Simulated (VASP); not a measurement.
HfN, 2 atoms in the cell. Symmetry: Fm-3m, No. 225, cubic system. The conventional cell has a = 4.512 Å, b = 4.512 Å, c = 4.512 Å, α = 90.00°, β = 90.00°, γ = 90.00°. Within 3.0 Å of Hf (site symmetry m-3m) lie 6 N at 2.26 Å. N (site symmetry m-3m) has 6 Hf at 2.26 Å within 3.0 Å. 

```yaml
Program: VASP 6.6.1
Task: single point
Functional: revPBE
Potentials_or_basis: VASP PAW PBE potentials, release 64 (Hf_pv, N)
Cutoff: 600 eV
k_mesh: 10 × 10 × 10
Occupations: fermi-dirac, width 0.05 eV
Spin: no spin polarisation
Dipole_correction: no
Further_INCAR_settings: ALGO = Normal; EDIFF = 1e-06; NBANDS = 14
```

Potentials or basis: VASP PAW PBE potentials, release 64 (Hf_pv, N).

Launch:

```sh
$ cat potpaw_PBE.64/Hf_pv/POTCAR potpaw_PBE.64/N/POTCAR > POTCAR
$ mpirun -np 1 vasp_std > vasp.out
```

Hardware: 1 thread of Intel(R) Xeon(R) Platinum 8375C CPU @ 2.90GHz (Ice Lake) (shared host).

Problem. How long does it take, and how much memory?

Solution. It took 18 s on 1 thread of Intel(R) Xeon(R) Platinum 8375C CPU @ 2.90GHz (Ice Lake), with other jobs on the host, peak memory 0.17 GiB. Counts: scf iterations 13, k points 47.
